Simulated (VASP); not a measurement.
A run of VASP 6.6.1:

File INCAR:

```
ALGO = Normal
EDIFF = 1E-6
ENCUT = 520
GGA = PE
ISIF = 2
ISMEAR = -1
ISPIN = 2
LASPH = True
LCHARG = True
LDAU = True
LDAUJ = 0 0
LDAUL = 2 -1
LDAUPRINT = 1
LDAUTYPE = 2
LDAUU = 4 0
LELF = True
LMAXMIX = 4
LORBIT = 11
LREAL = False
LVHAR = True
LWAVE = False
MAGMOM = 4 4 0 0
NBANDS = 26
NELM = 150
PREC = Accurate
SIGMA = 0.05
```

KPOINTS

```
k-points
0
Gamma
  9 9 5
```

POSCAR

```
FeO
1.0
    1.5188209000      0.8768916600      2.5195772800
   -1.5188209000      0.8768916600      2.5195772800
    0.0000000000     -3.5075666300      5.0391545700
Fe O
2 2
Direct
    0.0000000000      0.0000000000      0.0000000000
    0.0000000000      0.0000000000      0.5000000000
    0.5000000000      0.5000000000      0.2500000000
    0.5000000000      0.5000000000      0.7500000000
```

Potentials or basis: VASP PAW PBE potentials, release 64 (Fe, O).

Launch:

```console
$ cat potpaw_PBE.64/Fe/POTCAR potpaw_PBE.64/O/POTCAR > POTCAR
$ mpirun -np 1 vasp_std > vasp.out
```

Hardware: 1 thread of Intel Xeon 8259CL, with other jobs on the host.

Question: How long does it take, and how much memory?

Answer: Wall time 11 min on 1 thread of Intel Xeon 8259CL, on a shared host, peak memory 0.32 GiB. Counts: scf iterations 23, k points 115.
